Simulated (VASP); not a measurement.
# Y (Im-3m) in VASP: single point with r2SCAN

Aim: the single point of Y with r2SCAN.

Everything below comes from runs of VASP 6.6.1. Logs are shortened: lines on timing, memory, paths and dates and some standing lists are left out, and cuts for length are marked.

**1. The cell of the first run**

It takes space group Im-3m (No. 229, cubic). The conventional cell has a = 4.066 Å, b = 4.066 Å, c = 4.066 Å, α = 90.00°, β = 90.00°, γ = 90.00°. Within 4.6 Å of Y (site symmetry m-3m) lie 14 Y at 3.52 to 4.07 Å.

**2. Single point, r2SCAN**

POSCAR reads:

```
Y
1.0
   -2.0330833250      2.0330833250      2.0330833250
    2.0330833250     -2.0330833250      2.0330833250
    2.0330833250      2.0330833250     -2.0330833250
Y
1
Direct
    0.0000000000      0.0000000000      0.0000000000
```

INCAR.step1 reads:

```
PREC = Accurate
ENCUT = 520
ISMEAR = 0
SIGMA = 0.05
LREAL = False
LASPH = True
NELM = 100
NBANDS = 12
GGA = PE
ALGO = Normal
EDIFF = 1E-4
LWAVE = True
LCHARG = False
```

INCAR.step2 reads:

```
PREC = Accurate
ENCUT = 520
EDIFF = 1E-7
ISMEAR = 0
SIGMA = 0.05
LREAL = False
LASPH = True
NELM = 100
ALGO = Normal
ISIF = 2
LWAVE = False
LCHARG = False
METAGGA = R2SCAN
LMIXTAU = True
NBANDS = 12
ISTART = 1
```

KPOINTS reads:

```
Automatic mesh
0
Gamma
  14 14 14
```

Potentials or basis: VASP PAW PBE potentials, release 64 (Y_sv).

Started as:

```console
> cat potpaw_PBE.64/Y_sv/POTCAR > POTCAR
> cp INCAR.step1 INCAR
> mpirun -np 1 vasp_std > vasp.out
> cp INCAR.step2 INCAR
> mpirun -np 1 vasp_std > vasp.out
```

OUTCAR:

```text
PREC = Accurate
   ENCUT = 520
   EDIFF = 1E-7
   ISMEAR = 0
   LREAL = False
   LASPH = True
   NELM = 100
   ISIF = 2
   METAGGA = R2SCAN
   ISTART = 1

 ion  position               nearest neighbor table
   1  0.000  0.000  0.000-

  LATTYP: Found a body centered cubic cell.
 ALAT       =     4.0661666500

  Lattice vectors:

 A1 = (  -2.0330833250,   2.0330833250,   2.0330833250)
 A2 = (   2.0330833250,  -2.0330833250,   2.0330833250)
 A3 = (   2.0330833250,   2.0330833250,  -2.0330833250)

Analysis of symmetry for initial positions (statically):
=====================================================================
 Subroutine PRICEL returns:
 Original cell was already a primitive cell.

 Routine SETGRP: Setting up the symmetry group for a
 body centered cubic supercell.

 Subroutine GETGRP returns: Found 48 space group operations
 (whereof 48 operations were pure point group operations)
 out of a pool of 48 trial point group operations.

The static configuration has the point symmetry O_h .

Analysis of symmetry for dynamics (positions and initial velocities):
=====================================================================
 Subroutine PRICEL returns:
 Original cell was already a primitive cell.

 Routine SETGRP: Setting up the symmetry group for a
 body centered cubic supercell.

 Subroutine GETGRP returns: Found 48 space group operations
 (whereof 48 operations were pure point group operations)
 out of a pool of 48 trial point group operations.

The dynamic configuration has the point symmetry O_h .

 Subroutine INISYM returns: Found 48 space group operations
 (whereof 48 operations are pure point group operations),
 and found     1 'primitive' translations

----------------------------------------------------------------------------------------

                                     Primitive cell

  volume of cell :      33.6144

  direct lattice vectors                    reciprocal lattice vectors
    -2.033083325  2.033083325  2.033083325     0.000000000  0.245931878  0.245931878
     2.033083325 -2.033083325  2.033083325     0.245931878  0.000000000  0.245931878
     2.033083325  2.033083325 -2.033083325     0.245931878  0.245931878  0.000000000

  length of vectors
     3.521403615  3.521403615  3.521403615     0.347800197  0.347800197  0.347800197

  position of ions in fractional coordinates (direct lattice)
     0.000000000  0.000000000  0.000000000

  ion indices of the primitive-cell ions
   primitive index   ion index
                 1           1

----------------------------------------------------------------------------------------

 KPOINTS: Automatic mesh

Automatic generation of k-mesh.
 Grid dimensions read from file:
 generate k-points for:   14   14   14

 Generating k-lattice:

  Cartesian coordinates                     Fractional coordinates (reciprocal lattice)
     0.000000000  0.017566563  0.017566563     0.071428571  0.000000000  0.000000000
     0.017566563  0.000000000  0.017566563     0.000000000  0.071428571  0.000000000
     0.017566563  0.017566563  0.000000000     0.000000000  0.000000000  0.071428571

  Length of vectors
     0.024842871  0.024842871  0.024842871

  Shift w.r.t. Gamma in fractional coordinates (k-lattice)
     0.000000000  0.000000000  0.000000000

 Subroutine IBZKPT returns following result:
 ===========================================

 Found    104 irreducible k-points:

 Following reciprocal coordinates:
            Coordinates               Weight
  0.000000  0.000000  0.000000      1.000000
  0.071429  0.000000  0.000000     12.000000
  0.142857  0.000000  0.000000     12.000000
  0.214286  0.000000  0.000000     12.000000
  0.285714  0.000000  0.000000     12.000000
  0.357143  0.000000  0.000000     12.000000
[... 16 lines left out ...]
  0.285714  0.285714  0.000000     24.000000
  0.357143  0.285714  0.000000     24.000000
 [... further k-points ...]
   k-points           NKPTS =    104   k-points in BZ     NKDIM =    104   number of bands    NBANDS=     12
   number of dos      NEDOS =    301   number of ions     NIONS =      1
   total plane-waves  NPLWV =  21952
   dimension x,y,z NGX =    28 NGY =   28 NGZ =   28
   dimension x,y,z NGXF=    56 NGYF=   56 NGZF=   56
   ions per type =               1
   NGX,Y,Z   is equivalent  to a cutoff of  13.22, 13.22, 13.22 a.u.
   NGXF,Y,Z  is equivalent  to a cutoff of  26.44, 26.44, 26.44 a.u.
 SYSTEM =  unknown system
   PREC   = accura    normal or accurate (medium, high low for compatibility)
   ISTART =      1    job   : 0-new  1-cont  2-samecut
   ICHARG =      0    charge: 1-file 2-atom 10-const
   ISPIN  =      1    spin polarized calculation?
   LNONCOLLINEAR =      F non collinear calculations
   LSORBIT =      F    spin-orbit coupling
   LASPH  =      T    aspherical Exc in radial PAW
   ENCUT  =  520.0 eV  38.22 Ry    6.18 a.u.   6.55  6.55  6.55*2*pi/ulx,y,z
   NELM   =    100;   NELMIN=  2; NELMDL=  0     # of ELM steps
   EDIFF  = 0.1E-06   stopping-criterion for ELM
   LREAL  =      F    real-space projection
   EDIFFG = 0.1E-05   stopping-criterion for IOM
   NSW    =      0    number of steps for IOM
   IBRION =     -1    ionic relax: 0-MD 1-quasi-New 2-CG
   NFREE  =      0    steps in history (QN), initial steepest desc. (CG)
   ISIF   =      2    stress and relaxation
   ISYM   =      2    0-nonsym 1-usesym 2-fastsym
   POTIM  = 0.5000    time-step for ionic-motion
   TEBEG  =    0.0;   TEEND  =   0.0 temperature during run
   PSTRESS=    0.0 pullay stress
   NELECT =      11.0000    total number of electrons
   NUPDOWN=      -1.0000    fix difference up-down
   EMIN   =  10.00;   EMAX   =-10.00  energy-range for DOS
   EFERMI =   0.00;   METHOD = LEGACY
   ISMEAR =     0;   SIGMA  =   0.05  broadening in eV -4-tet -1-fermi 0-gaus
   EFERMI_NEDOS =   21; number of points for ismear=-14 and -15
   IALGO  =     38    algorithm
   IMIX   =      4    mixing-type and parameters
     AMIX     =   0.40;   BMIX     =  1.00
     AMIX_MAG =   1.60;   BMIX_MAG =  1.00
  volume/ion in A,a.u.               =      33.61       226.84
  Fermi-wavevector in a.u.,A,eV,Ry     =   1.128142  2.131880 17.316203  1.272705
  Thomas-Fermi vector in A             =   2.264831
   LORBIT       =      0    0 simple, 1 ext, 2 COOP (PROOUT), +10 PAW based schemes
   METAGGA = R2SCAN    functional components
   LHFCALC =     F    Hartree Fock is set to
   AEXX    =    0.0000 exact exchange contribution
   IVDW    =     0    specifies the selected vdW correction
   LEPSILON=     F    determine dielectric tensor
   LRPA    =     F    only Hartree local field effects (RPA)
 non-spin polarized calculation
 Gauss-broadening in eV      SIGMA  =   0.05
  energy-cutoff  :      520.00
  volume of cell :       33.61
 maximum number of plane-waves:       937
 NGX is ok and might be reduce to    28
   NGX = 13   NGY = 13   NGZ = 13

 number of electron      11.0000000 magnetization

 Free energy of the ion-electron system (eV)
  ---------------------------------------------------
  ext. energy  EPLUGINS =         0.00000000
  ---------------------------------------------------
  free energy    TOTEN  =       -20.17509601 eV

  energy without entropy =      -20.17202727  energy(sigma->0) =      -20.17356164

 E-fermi :   3.0721     XC(G=0):  -9.9640

 val. band max:        3.0672453622   @ k =   0.3571   0.1429   0.1429
 cond. band min:       3.0835391905   @ k =   0.2857   0.1429   0.1429
 fundamental gap:      0.0162938282
 Fermi energy:         3.0721428917

 k-point     1 :       0.0000    0.0000    0.0000
  band No.  band energies     occupation
      1     -41.3822      2.00000
      2     -20.4307      2.00000
      3     -20.4307      2.00000
      4     -20.4307      2.00000
      5      -1.9304      2.00000
      6       5.0315      0.00000
      7       5.0315      0.00000
      8       5.0315      0.00000
      9       6.8332      0.00000
     10       6.8332      0.00000
     11      13.6811      0.00000
     12      13.6811      0.00000

 k-point     2 :       0.0714    0.0000    0.0000
  band No.  band energies     occupation
      1     -41.3790      2.00000
      2     -20.4581      2.00000
      3     -20.4390      2.00000
      4     -20.4309      2.00000
      5      -1.7960      2.00000
      6       4.9266      0.00000
      7       4.9766      0.00000
      8       5.1589      0.00000
      9       6.6774      0.00000
     10       6.8297      0.00000
     11      13.8060      0.00000
     12      13.9439      0.00000

 k-point     3 :       0.1429    0.0000    0.0000
  band No.  band energies     occupation
      1     -41.3700      2.00000
      2     -20.5340      2.00000
      3     -20.4622      2.00000
      4     -20.4314      2.00000
      5      -1.4082      2.00000
      6       4.6548      0.00000
      7       4.7324      0.00000
      8       5.5351      0.00000
      9       6.4542      0.00000
     10       6.8348      0.00000
     11      14.0403      0.00000
     12      14.6844      0.00000

 k-point     4 :       0.2143    0.0000    0.0000
  band No.  band energies     occupation
      1     -41.3570      2.00000
      2     -20.6415      2.00000
      3     -20.4956      2.00000
      4     -20.4321      2.00000
      5      -0.8161      2.00000
      6       4.2685      0.00000
      7       4.3071      0.00000
      8       6.1415      0.00000
      9       6.4543      0.00000
     10       6.8821      0.00000
     11      13.9031      0.00000
     12      14.7455      0.00000

 k-point     5 :       0.2857    0.0000    0.0000
  band No.  band energies     occupation
      1     -41.3425      2.00000
      2     -20.7581      2.00000
      3     -20.5322      2.00000
      4     -20.4330      2.00000
      5      -0.1122      2.00000
      6       3.7929      0.00000
      7       3.9674      0.00000
      8       6.6177      0.00000
      9       6.9412      0.00000
     10       6.9967      0.00000
     11      13.1674      0.00000
     12      13.7031      0.00000
[... 228 lines left out ...]
      1     -41.3172      2.00000
      2     -20.8652      2.00000
      3     -20.6434      2.00000
      4     -20.4828      2.00000
      5       1.5164      2.00000
      6       2.9867      1.98439
      7       3.5187      0.00000
      8       6.6234      0.00000
      9       7.3819      0.00000
     10       9.1095      0.00000
     11      11.1063      0.00000
     12      12.9610      0.00000

 k-point    22 :       0.3571    0.2143    0.0000
  band No.  band energies     occupation
      1     -41.3122      2.00000
      2     -20.8796      2.00000
      3     -20.6775      2.00000
      4     -20.4857      2.00000
      5       1.8531      2.00000
      6       3.0434      1.58433
      7       3.3160      0.00000
      8       6.7311      0.00000
      9       7.4403      0.00000
     10       9.8416      0.00000
     11      10.3548      0.00000
     12      12.3223      0.00000

 k-point    23 :       0.2857    0.2857    0.0000
  band No.  band energies     occupation
      1     -41.3115      2.00000
      2     -20.8504      2.00000
      3     -20.7091      2.00000
      4     -20.4919      2.00000
      5       2.1063      2.00000
      6       2.8188      2.00000
      7       3.2831      0.00000
      8       6.8512      0.00000
      9       7.3157      0.00000
     10      10.0051      0.00000
     11      10.2085      0.00000
     12      12.2458      0.00000

 k-point    24 :       0.3571    0.2857    0.0000
  band No.  band energies     occupation
      1     -41.3095      2.00000
      2     -20.8298      2.00000
      3     -20.7484      2.00000
      4     -20.4946      2.00000
      5       2.3831      2.00000
      6       2.9202      1.99998
      7       2.9784      1.99198
      8       6.9872      0.00000
      9       7.3074      0.00000
     10       9.7418      0.00000
     11      10.6554      0.00000
     12      11.6677      0.00000

 [... further k-points ...]
[... 5 lines left out ...]
  --------------------------------------------------------------------------------------
  -------------------------------------------------------------------------------------
  Total        0.0115034      0.0115034      0.0115034      0.0000000      0.0000000     -0.0000000
  in kB        0.5482903      0.5482903      0.5482903      0.0000000      0.0000000     -0.0000000
  external PRESSURE =       0.5482903 kB  Pullay stress =       0.0000000 kB

 VOLUME and BASIS-vectors are now :
 -----------------------------------------------------------------------------
  energy-cutoff  :      520.00
  volume of cell :       33.61
      direct lattice vectors                 reciprocal lattice vectors
    -2.033083325  2.033083325  2.033083325     0.000000000  0.245931878  0.245931878
     2.033083325 -2.033083325  2.033083325     0.245931878  0.000000000  0.245931878
     2.033083325  2.033083325 -2.033083325     0.245931878  0.245931878  0.000000000

 POSITION                                       TOTAL-FORCE (eV/Angst)
 -----------------------------------------------------------------------------------
      0.00000      0.00000      0.00000        -0.000000      0.000000      0.000000
 -----------------------------------------------------------------------------------
    total drift:                               -0.000000     -0.000000     -0.000000

  FREE ENERGIE OF THE ION-ELECTRON SYSTEM (eV)
  ---------------------------------------------------
  free  energy   TOTEN  =       -20.1750960082 eV

  energy  without entropy=      -20.1720272723  energy(sigma->0) =      -20.17356164
```

It took 3.2 min on 1 thread of Intel Xeon Platinum 8375C at 2.90GHz (Ice Lake), shared host; peak memory 0.21 GiB.

What came out:

| Property | Result |
| --- | --- |
| Free energy | -20.1751 eV |
| Pressure | 0.1 GPa |

Caveat: the PAW data sets were made with another functional, which shifts forces and pressure a little.
